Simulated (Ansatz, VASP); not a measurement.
S in VASP and in Ansatz

The input INCAR:

```
SYSTEM = S
ALGO     = Normal         ! electronic algorithm
EDIFF    = 1E-6           ! SCF threshold, eV
ENCUT    = 520            ! plane-wave cutoff, eV
GGA      = PE             ! functional
ISIF     = 2              ! what is computed and relaxed
ISMEAR   = 0              ! smearing method
IVDW     = 12             ! dispersion correction
LASPH    = .TRUE.         ! aspherical terms in the spheres
LCHARG   = .FALSE.        ! write CHGCAR
LREAL    = .FALSE.        ! projectors in reciprocal space
LWAVE    = .FALSE.        ! write WAVECAR
NBANDS   = 9              ! bands
NELM     = 100            ! most SCF steps
PREC     = Accurate       ! precision mode
SIGMA    = 0.15           ! smearing width, eV
```

KPOINTS

```
k-points
0
G
  22 22 22
  0 0 0
```

File POSCAR:

```
S
1.0
    0.0000000000      2.3023092951      1.4965010418
    2.3023092951      0.0000000000      1.4965010418
    2.3023092951      2.3023092951      0.0000000000
S
1
Direct
    0.0000000000      0.0000000000      0.0000000000
```

Input for Ansatz:

```yaml
crystal:
  lattice:
    - [0.0, 2.3023092951, 1.4965010418]
    - [2.3023092951, 0.0, 1.4965010418]
    - [2.3023092951, 2.3023092951, 0.0]
  atoms:
    - { symbol: S, position: [0.0, 0.0, 0.0] }
basis:
  ecutwfc: 420
kpoints:
  mp_grid: { grid: [22, 22, 22] }
hamiltonian:
  xc: pbe
  dispersion: d3bj
scf:
  occupations: { method: gaussian, width: 0.15 }
output:
  forces: true
  stress: true
  eigenvalues: true
```

Alike in both runs: task single point; functional PBE; dispersion D3(BJ); k mesh 22 × 22 × 22; occupations gaussian, width 0.15 eV; no spin polarisation.

|  | VASP | Ansatz |
| --- | --- | --- |
| version | VASP 6.6.1 | Ansatz 0.2.0 |
| potentials or method | VASP PAW PBE potentials, release 64 (S), cutoff 520 eV | scalar-relativistic, plane waves, PAW |
| valence electrons in the cell | 6 | 6 |

```csv
,VASP,Ansatz,Ansatz less VASP
gap on the k mesh at the Fermi level (eV),none,none,-
pressure (GPa),-4.3,-4.1,+0.13
"traceless stress, the component that is largest in VASP (GPa)",5.26,5.26,-0.002
```

A gap of «none» marks a metal or a gap that the smearing closes.
